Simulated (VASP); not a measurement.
Crystal: CdSe (rocksalt type).

```xyz
2
Lattice="0.0000 2.6893 2.6893 2.6893 0.0000 2.6893 2.6893 2.6893 0.0000" Properties=species:S:1:pos:R:3 pbc="T T T"
Cd    0.0000    0.0000    0.0000
Se    2.6893    2.6893    2.6893
```

| Item | Value |
| --- | --- |
| Program | VASP 6.6.1 |
| Task | relaxation of cell and atoms |
| Functional | PBE |
| Potentials or basis | VASP PAW PBE potentials, release 64 (Cd, Se) |
| Cutoff | 600 eV |
| k mesh | 14 × 14 × 14 |
| Occupations | fermi-dirac, width 0.1 eV |
| Spin | no spin polarisation |

At the start: pressure 19.3 GPa; volume 19.45 Å³/atom.

Q: How do energy, volume and symmetry change on relaxing?

A: Over 5 steps the energy falls by 212.7 meV/atom and the volume is 23.73 Å³/atom (+22.0 %); space group Fm-3m (No. 225, to 0.1 Å) before and after.

The path:
```tsv
step	energy change (eV)	largest force (eV/Å)	pressure (GPa)	volume (Å³)
1	0.0000	0.0000	19.34	38.90
2	-0.3067	0.0000	-5.40	53.67
3	-0.4254	0.0000	0.10	47.42
4	-0.4253	0.0000	-0.14	47.60
5	-0.4254	0.0000	0.03	47.47
```

Final structure:
```xyz
2
Lattice="0.0000 2.8738 2.8738 2.8738 0.0000 2.8738 2.8738 2.8738 0.0000" Properties=species:S:1:pos:R:3 pbc="T T T"
Cd    2.8738    0.0000    2.8738
Se    2.8738    2.8738    2.8738
```

Caveat: the volume moved by over 15 % at a fixed basis, so the end points are rough.
